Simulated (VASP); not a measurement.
# Al (P6_3/mmc) in VASP: a series of runs

The runs below take Al through single point, with LDA.

All numbers are computed with VASP 6.6.1; they aren't measurements. Logs are shortened: lines on timing, memory, paths and dates and some standing lists are left out, and cuts for length are marked.

## 1. The cell of the first run

It takes space group P6_3/mmc (No. 194, hexagonal). The conventional cell has a = 2.886 Å, b = 2.886 Å, c = 4.628 Å, α = 90.00°, β = 90.00°, γ = 120.00°. Within 3.8 Å of Al (site symmetry -6m2) lie 12 Al at 2.85 to 2.89 Å.

This isn't the form of Al at room conditions, which is fcc.

## 2. Single point, LDA

The input, INCAR:

```
PREC = Accurate
ENCUT = 520
EDIFF = 1E-7
ISMEAR = 0
SIGMA = 0.15
LREAL = F
LASPH = T
NELM = 100
ALGO = Normal
ISIF = 2
LWAVE = F
LCHARG = F
NBANDS = 10
```

The input, KPOINTS:

```
regular mesh
0
Gamma
  18 18 10
```

The input, POSCAR:

```
Al
1.0
    2.8865000000      0.0000000000      0.0000000000
   -1.4432500000      2.4997823280      0.0000000000
    0.0000000000      0.0000000000      4.6277000000
Al
2
Direct
    0.6666666667      0.3333333333      0.7500000000
    0.3333333333      0.6666666667      0.2500000000
```

Potentials or basis: VASP PAW LDA potentials, release 64 (Al).

The run is started by

```
$ cat potpaw_LDA.64/Al/POTCAR > POTCAR
$ mpirun -np 1 vasp_std > vasp.out
```

OUTCAR:

```text
PREC = Accurate
   ENCUT = 520
   EDIFF = 1E-7
   ISMEAR = 0
   LREAL = F
   LASPH = T
   NELM = 100
   ISIF = 2

 ion  position               nearest neighbor table
   1  0.667  0.333  0.750-   2 2.85   2 2.85   2 2.85   2 2.85   2 2.85   2 2.85
   2  0.333  0.667  0.250-   1 2.85   1 2.85   1 2.85   1 2.85   1 2.85   1 2.85

  LATTYP: Found a hexagonal cell.
 ALAT       =     2.8865000000
 C/A-ratio  =     1.6032218950

  Lattice vectors:

 A1 = (   2.8865000000,   0.0000000000,   0.0000000000)
 A2 = (  -1.4432500000,   2.4997823280,   0.0000000000)
 A3 = (   0.0000000000,   0.0000000000,   4.6277000000)

Analysis of symmetry for initial positions (statically):
=====================================================================
 Subroutine PRICEL returns:
 Original cell was already a primitive cell.

 Routine SETGRP: Setting up the symmetry group for a
 hexagonal supercell.

 Subroutine GETGRP returns: Found 24 space group operations
 (whereof 12 operations were pure point group operations)
 out of a pool of 24 trial point group operations.

The static configuration has the point symmetry D_3d.
 The point group associated with its full space group is D_6h.

Analysis of symmetry for dynamics (positions and initial velocities):
=====================================================================
 Subroutine PRICEL returns:
 Original cell was already a primitive cell.

 Routine SETGRP: Setting up the symmetry group for a
 hexagonal supercell.

 Subroutine GETGRP returns: Found 24 space group operations
 (whereof 12 operations were pure point group operations)
 out of a pool of 24 trial point group operations.

The dynamic configuration has the point symmetry D_3d.
 The point group associated with its full space group is D_6h.

 Subroutine INISYM returns: Found 24 space group operations
 (whereof 12 operations are pure point group operations),
 and found     1 'primitive' translations

----------------------------------------------------------------------------------------

                                     Primitive cell

  volume of cell :      33.3917

  direct lattice vectors                    reciprocal lattice vectors
     2.886500000  0.000000000  0.000000000     0.346440326  0.200017415  0.000000000
    -1.443250000  2.499782328  0.000000000     0.000000000  0.400034831  0.000000000
     0.000000000  0.000000000  4.627700000     0.000000000  0.000000000  0.216090066

  length of vectors
     2.886500000  2.886500000  4.627700000     0.400034831  0.400034831  0.216090066
[... 83 lines left out ...]
   EDIFFG = 0.1E-05   stopping-criterion for IOM
   NSW    =      0    number of steps for IOM
   IBRION =     -1    ionic relax: 0-MD 1-quasi-New 2-CG
   NFREE  =      0    steps in history (QN), initial steepest desc. (CG)
   ISIF   =      2    stress and relaxation
   ISYM   =      2    0-nonsym 1-usesym 2-fastsym
   POTIM  = 0.5000    time-step for ionic-motion
   TEBEG  =    0.0;   TEEND  =   0.0 temperature during run
   PSTRESS=    0.0 pullay stress
   NELECT =       6.0000    total number of electrons
   NUPDOWN=      -1.0000    fix difference up-down
   EMIN   =  10.00;   EMAX   =-10.00  energy-range for DOS
   EFERMI =   0.00;   METHOD = LEGACY
   ISMEAR =     0;   SIGMA  =   0.15  broadening in eV -4-tet -1-fermi 0-gaus
   EFERMI_NEDOS =   21; number of points for ismear=-14 and -15
   IALGO  =     38    algorithm
   IMIX   =      4    mixing-type and parameters
     AMIX     =   0.40;   BMIX     =  1.00
     AMIX_MAG =   1.60;   BMIX_MAG =  1.00
  volume/ion in A,a.u.               =      16.70       112.67
  Fermi-wavevector in a.u.,A,eV,Ry     =   0.923802  1.745733 11.611352  0.853410
  Thomas-Fermi vector in A             =   2.049478
   LORBIT       =      0    0 simple, 1 ext, 2 COOP (PROOUT), +10 PAW based schemes
   GGA     = CA    functional components
   LHFCALC =     F    Hartree Fock is set to
   AEXX    =    0.0000 exact exchange contribution
   IVDW    =     0    specifies the selected vdW correction
   LEPSILON=     F    determine dielectric tensor
   LRPA    =     F    only Hartree local field effects (RPA)
 non-spin polarized calculation
 Gauss-broadening in eV      SIGMA  =   0.15
  energy-cutoff  :      520.00
  volume of cell :       33.39
 maximum number of plane-waves:       923
 NGX is ok and might be reduce to    24
   NGX = 11   NGY = 11   NGZ = 17

 number of electron       6.0000000 magnetization

 Free energy of the ion-electron system (eV)
  ---------------------------------------------------
  ext. energy  EPLUGINS =         0.00000000
  ---------------------------------------------------
  free energy    TOTEN  =        -8.29848650 eV

  energy without entropy =       -8.28752155  energy(sigma->0) =       -8.29300402

 E-fermi :   7.6644     XC(G=0): -10.3012

 val. band max:        7.6343832102   @ k =   0.2222   0.0556   0.2000
 cond. band min:       7.6855166559   @ k =   0.3333   0.0556   0.5000
 fundamental gap:      0.0511334458
 Fermi energy:         7.6644384215

 k-point     1 :       0.0000    0.0000    0.0000
  band No.  band energies     occupation
      1      -3.3524      2.00000
      2       3.2692      2.00000
      3       3.5113      2.00000
      4      17.7160      0.00000
      5      17.7160      0.00000
      6      18.3013      0.00000
      7      18.3013      0.00000
      8      19.8859      0.00000
      9      21.2249      0.00000
     10      22.1157      0.00000
[... 287 lines left out ...]
 k-point    24 :       0.3889    0.1111    0.0000
  band No.  band energies     occupation
      1       1.4433      2.00000
      2       3.9561      2.00000
      3       7.7316      0.52637
      4       8.1988      0.00000
      5       9.9157      0.00000
      6      10.3467      0.00000
      7      11.2202      0.00000
      8      16.5179      0.00000
      9      16.6628      0.00000
     10      17.6311      0.00000

 [... further k-points ...]
[... 5 lines left out ...]
  --------------------------------------------------------------------------------------
  -------------------------------------------------------------------------------------
  Total       -0.7747650     -0.7747650     -0.4951330      0.0000000      0.0000000      0.0000000
  in kB      -37.1741973    -37.1741973    -23.7571064      0.0000000      0.0000000      0.0000000
  external PRESSURE =     -32.7018336 kB  Pullay stress =       0.0000000 kB

 VOLUME and BASIS-vectors are now :
 -----------------------------------------------------------------------------
  energy-cutoff  :      520.00
  volume of cell :       33.39
      direct lattice vectors                 reciprocal lattice vectors
     2.886500000  0.000000000  0.000000000     0.346440326  0.200017415  0.000000000
    -1.443250000  2.499782328  0.000000000     0.000000000  0.400034831  0.000000000
     0.000000000  0.000000000  4.627700000     0.000000000  0.000000000  0.216090066

 POSITION                                       TOTAL-FORCE (eV/Angst)
 -----------------------------------------------------------------------------------
      1.44325      0.83326      3.47077         0.000000      0.000000      0.000000
     -0.00000      1.66652      1.15692        -0.000000     -0.000000      0.000000
 -----------------------------------------------------------------------------------
    total drift:                                0.000000     -0.000000     -0.000000

  FREE ENERGIE OF THE ION-ELECTRON SYSTEM (eV)
  ---------------------------------------------------
  free  energy   TOTEN  =        -8.2984864965 eV

  energy  without entropy=       -8.2875215484  energy(sigma->0) =       -8.29300402
```

OSZICAR:

```text
N       E                     dE             d eps       ncg     rms          rms(c)
DAV:   1    -0.996438949631E+00   -0.99644E+00   -0.23594E+03  4448   0.474E+02
DAV:   2    -0.820284526968E+01   -0.72064E+01   -0.69434E+01  5994   0.538E+01
DAV:   3    -0.835841844064E+01   -0.15557E+00   -0.15469E+00  5798   0.628E+00
DAV:   4    -0.835892726347E+01   -0.50882E-03   -0.50879E-03  5446   0.428E-01
DAV:   5    -0.835892976766E+01   -0.25042E-05   -0.25040E-05  5356   0.298E-02    0.186E+00
DAV:   6    -0.832200355899E+01    0.36926E-01   -0.56795E-03  4950   0.340E-01    0.104E+00
DAV:   7    -0.829864768981E+01    0.23356E-01   -0.13062E-02  4808   0.504E-01    0.185E-01
DAV:   8    -0.829848693408E+01    0.16076E-03   -0.14320E-04  6062   0.667E-02    0.143E-02
DAV:   9    -0.829848657776E+01    0.35632E-06   -0.64605E-07  5252   0.482E-03    0.203E-03
DAV:  10    -0.829848649649E+01    0.81270E-07   -0.43683E-08  3882   0.108E-03
   1 F= -.82984865E+01 E0= -.82930040E+01  d E =-.109649E-01
```

stdout:

```text
POSCAR found type information on POSCAR Al
 POSCAR found :  1 types and       2 ions
 scaLAPACK will be used
 LDA part: xc-table for (Slater(with rela. corr.)+CA(PZ))
 , standard interpolation
 POSCAR, INCAR and KPOINTS ok, starting setup
 FFT: planning ... GRIDC
 FFT: planning ... GRID_SOFT
 FFT: planning ... GRID
 WAVECAR not read
 entering main loop
```

Wall time 20 s (1 thread of AMD EPYC 9R45 (Zen 5), shared host); peak memory 0.14 GiB.

What came out:

- Free energy: -8.2985 eV
- Pressure: -3.3 GPa
- Band gap on the k mesh: zero (bands 3 and 4 overlap by 7.61 eV)

Stress tensor (GPa, compression positive):
```
-3.72  0.00  0.00
 0.00 -3.72  0.00
 0.00  0.00 -2.38
```

Caveat: the cell stands under tension.

## 3. Single point, LDA

This run uses another cell than the first one, of 16.66 Å³/atom.

The input, INCAR:

```
SYSTEM = Al
ALGO = Normal ; EDIFF = 1E-6
ENCUT = 520 ; ISIF = 2
ISMEAR = 0 ; LASPH = .True.
LCHARG = .False. ; LREAL = .False.
LWAVE = .False. ; NBANDS = 10
NELM = 60 ; PREC = Accurate
SIGMA = 0.15
```

The input, KPOINTS:

```
k-points
0
Gamma
  18 18 10
  0 0 0
```

The input, POSCAR:

```
Al
1.0
    2.8655000000      0.0000000000      0.0000000000
   -1.4327500000      2.4815957946      0.0000000000
    0.0000000000      0.0000000000      4.6862330202
Al
2
Direct
    0.6666666667      0.3333333333      0.7500000000
    0.3333333333      0.6666666667      0.2500000000
```

Potentials or basis: VASP PAW LDA potentials, release 64 (Al).

The run is started by

```
$ cat potpaw_LDA.64/Al/POTCAR > POTCAR
$ mpirun -np 1 vasp_std > vasp.out
```

Run time: 19 s. Hardware: 1 thread of AMD EPYC 9R45 (Zen 5), shared host; peak memory 0.14 GiB.

The run converged. Its results:

```
Free energy            : -8.3015 eV
Pressure               : -3.2 GPa
Band gap on the k mesh : zero (bands 3 and 4 overlap by 7.31 eV)
```

Levels at points of the mesh, in eV from the Fermi level:
```tsv
k point	band 1	band 2	band 3	band 4	band 5	band 6	band 7	band 8
(0.00, 0.00, 0.00)	-11.03	-4.51	-4.40	10.39	10.39	10.90	10.90	12.02
(0.50, 0.00, 0.00)	-5.29	-5.05	0.62	1.08	1.56	1.68	5.51	7.19
(0.00, 0.00, 0.50)	-9.36	-9.36	3.38	3.38	11.68	11.68	11.68	11.68
(0.50, 0.00, 0.50)	-3.86	-3.86	-3.21	-3.21	6.94	6.94	7.58	7.58
```

Caveat: the cell stands under tension.

## 4. Single point, LDA

This run uses another cell than the first one, of 16.79 Å³/atom.

The input, INCAR:

```
  ALGO = Normal
  EDIFF = 1E-6
  ENCUT = 520
  ISIF = 2
  ISMEAR = 0
  LASPH = T
  LCHARG = F
  LREAL = F
  LWAVE = F
  NBANDS = 10
  NELM = 100
  PREC = Accurate
  SIGMA = 0.15
```

The input, KPOINTS:

```
k-points
0
Gamma
  18 18 10
```

The input, POSCAR:

```
Al
1.0
    2.9986000000      0.0000000000      0.0000000000
   -1.4993000000      2.5968637758      0.0000000000
    0.0000000000      0.0000000000      4.3113000000
Al
2
Direct
    0.6666666667      0.3333333333      0.7500000000
    0.3333333333      0.6666666667      0.2500000000
```

The run is started by

```
$ cat potpaw_LDA.64/Al/POTCAR > POTCAR
$ mpirun -np 1 vasp_std > vasp.out
```

Run time: 16 s. Hardware: 1 thread of AMD EPYC 9R45 (Zen 5), shared host; peak memory 0.14 GiB.

The run converged. Its results:

| Item | Value |
| --- | --- |
| Free energy | -8.2297 eV |
| Pressure | -2.2 GPa |
| Band gap on the k mesh | zero (bands 3 and 4 overlap by 9.38 eV) |

Stress tensor (GPa, compression positive):
```
-4.44  0.00  0.00
 0.00 -4.44  0.00
 0.00  0.00  2.16
```

Levels at points of the mesh, in eV from the Fermi level:
| k point | band 1 | band 2 | band 3 | band 4 | band 5 | band 6 | band 7 |
| --- | --- | --- | --- | --- | --- | --- | --- |
| (0.00, 0.00, 0.00) | -10.98 | -3.68 | -2.75 | 8.32 | 8.32 | 9.29 | 9.29 |
| (0.50, 0.00, 0.00) | -5.85 | -5.37 | 0.82 | 1.91 | 2.35 | 2.61 | 4.02 |
| (0.00, 0.00, 0.50) | -9.00 | -9.00 | 5.93 | 5.93 | 9.94 | 9.94 | 9.94 |
| (0.50, 0.00, 0.50) | -4.03 | -4.03 | -3.35 | -3.35 | 5.73 | 5.73 | 7.28 |

[end of part 1 of 2]
